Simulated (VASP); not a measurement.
A run of VASP 6.6.1:

POSCAR

```
NbAs
1.0
    0.0000000000      2.9260236880      2.9260236880
    2.9260236880      0.0000000000      2.9260236880
    2.9260236880      2.9260236880      0.0000000000
Nb As
1 1
Direct
    0.0000000000      0.0000000000      0.0000000000
    0.2500000000      0.2500000000      0.2500000000
```

INCAR.step1

```
SYSTEM = NbAs
ALGO = Normal ; EDIFF = 1E-4
ENCUT = 520 ; GGA = PE
ISMEAR = 0 ; ISPIN = 2
LASPH = .TRUE. ; LCHARG = .FALSE.
LMAXMIX = 4 ; LREAL = .FALSE.
LWAVE = .TRUE. ; MAGMOM = 0.5 0
NBANDS = 20 ; NELM = 150
PREC = Accurate ; SIGMA = 0.1
```

INCAR.step2

```
SYSTEM = NbAs
ALGO = Normal ; EDIFF = 1E-6
ENCUT = 520 ; ISIF = 2
ISMEAR = 0 ; ISPIN = 2
ISTART = 1 ; LASPH = .TRUE.
LCHARG = .FALSE. ; LMAXMIX = 4
LMIXTAU = .TRUE. ; LORBIT = 11
LREAL = .FALSE. ; LWAVE = .FALSE.
MAGMOM = 0.5 0 ; METAGGA = R2SCAN
NBANDS = 20 ; NELM = 150
PREC = Accurate ; SIGMA = 0.1
```

File KPOINTS:

```
k-points
0
G
  12 12 12
  0 0 0
```

Potentials or basis: VASP PAW PBE potentials, release 64 (Nb_sv, As).

Launch:

```bash
$ cat potpaw_PBE.64/Nb_sv/POTCAR potpaw_PBE.64/As/POTCAR > POTCAR
$ cp INCAR.step1 INCAR
$ mpirun -np 1 vasp_std > vasp.out
$ cp INCAR.step2 INCAR
$ mpirun -np 1 vasp_std > vasp.out
```

Hardware: 1 thread of AMD EPYC 7R43 64-Core Processor (Zen 3), on a shared host.

Problem. Estimate the wall time of this run.

Solution. Run time: 24 min on 1 thread of AMD EPYC 7R43 64-Core Processor (Zen 3), with other jobs on the host, peak memory 0.26 GiB. Counts: k points 72.
